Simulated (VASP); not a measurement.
Here is a VASP 6.6.1 calculation.

File INCAR:

```
PREC = Accurate ; ENCUT = 520
EDIFF = 1E-6 ; ISMEAR = 0
SIGMA = 0.1 ; LREAL = F
LASPH = T ; NELM = 60
ALGO = Normal ; ISIF = 2
LWAVE = F ; LCHARG = F
LDIPOL = T ; IDIPOL = 3
DIPOL = 0.5 0.5 0.300 ; GGA = PE
IVDW = 12 ; NBANDS = 98
```

File KPOINTS:

```
Automatic mesh
0
Gamma
  5 5 1
```

File POSCAR:

```
SiW12
1.0
    5.6644156868      0.0000000000      0.0000000000
    0.0000000000      5.6644156868      0.0000000000
    0.0000000000      0.0000000000     21.1500668291
W Si
12 1
Direct
    0.2500000000      0.2500000000      0.1891246979
    0.2500000000      0.7500000000      0.1891246979
    0.7500000000      0.2500000000      0.1891246979
    0.7500000000      0.7500000000      0.1891246979
    0.0000000000      0.0000000000      0.2848852803
    0.0000000000      0.5000000000      0.2848852803
    0.5000000000      0.0000000000      0.2848852803
    0.5000000000      0.5000000000      0.2848852803
    0.2500000000      0.2500000000      0.3806166143
    0.2500000000      0.7500000000      0.3806166143
    0.7500000000      0.2500000000      0.3806166143
    0.7500000000      0.7500000000      0.3806166143
    0.2500000000      0.4166666667      0.4846351982
```

Potentials or basis: VASP PAW PBE potentials, release 64 (W_sv, Si).

Run with:

```sh
$ cat potpaw_PBE.64/W_sv/POTCAR potpaw_PBE.64/Si/POTCAR > POTCAR
$ mpirun -np 1 vasp_std > vasp.out
```

Task: Predict the dispersion energy per atom.

Result: -0.402 eV.

Task: Estimate the band gap on the k mesh.

Result: Zero (band 86 reaches 0.24 eV, above the bottom of band 87 at -0.08 eV).

Task: Estimate the largest force.

Result: 1.050 eV/Å.

Forces in eV/Å, atoms in the order of the input:
```
W    0.000 -0.119  0.179
W    0.000  0.103  0.046
W    0.000  0.093 -0.053
W    0.000 -0.067 -0.067
W   -0.129 -0.130 -0.242
W   -0.320  0.181 -0.306
W    0.129 -0.130 -0.242
W    0.320  0.181 -0.306
W    0.000 -0.429  0.162
W    0.000 -0.414  0.933
W    0.000  0.165  0.383
W    0.000 -0.217  0.213
Si   0.000  0.781 -0.702
```

Caveat: spin-orbit coupling is left out, which moves the levels of the heavy elements.
